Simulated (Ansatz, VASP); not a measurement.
Two plane-wave programs on Mo

Contents of INCAR:

```
ALGO = Normal
EDIFF = 1E-7
ENCUT = 520
GGA = PS
ISIF = 2
ISMEAR = 0
LASPH = True
LCHARG = False
LREAL = False
LWAVE = False
NBANDS = 13
NELM = 60
PREC = Accurate
SIGMA = 0.1
```

File KPOINTS:

```
k-points
0
Gamma
  18 18 18
```

POSCAR

```
Mo
1.0
   -1.5647312348      1.5647312348      1.5647312348
    1.5647312348     -1.5647312348      1.5647312348
    1.5647312348      1.5647312348     -1.5647312348
Mo
1
Direct
    0.0000000000      0.0000000000      0.0000000000
```

Input for Ansatz:

```yaml
crystal:
  lattice:
    - [-1.5647312348, 1.5647312348, 1.5647312348]
    - [1.5647312348, -1.5647312348, 1.5647312348]
    - [1.5647312348, 1.5647312348, -1.5647312348]
  atoms:
    - { symbol: Mo, position: [0.0, 0.0, 0.0] }
basis:
  ecutwfc: 600.0
kpoints:
  mp_grid: { grid: [18, 18, 18] }
hamiltonian:
  xc: pbesol
  pseudopotentials: { kind: paw, azcp: { folder: soft_1 } }
scf:
  occupations: { method: gaussian, width: 0.1 }
output:
  forces: true
  stress: true
  eigenvalues: true
```

Alike in both runs: task single point; functional PBEsol; k mesh 18 × 18 × 18; occupations gaussian, width 0.1 eV; no spin polarisation.

|  | VASP | Ansatz |
| --- | --- | --- |
| version | VASP 6.6.1 | Ansatz 0.2.0 |
| potentials or method | VASP PAW PBE potentials, release 64 (Mo_sv), cutoff 520 eV | scalar-relativistic, plane waves, PAW |
| valence electrons in the cell | 14 | 14 |

Ansatz gave:

```
gap on the k mesh at the Fermi level (eV) : none
pressure (GPa)                            : 0.0
```

Question: Which values does VASP return?

Answer: gap on the k mesh at the Fermi level (eV): none; pressure (GPa): 0.5.

VASP's potentials were made for PBE, not for PBEsol, and Ansatz warns of the same on its side. A gap of «none» marks a metal or a gap that the smearing closes. With one functional, cell and mesh, what is left measures potentials, basis and numerics.
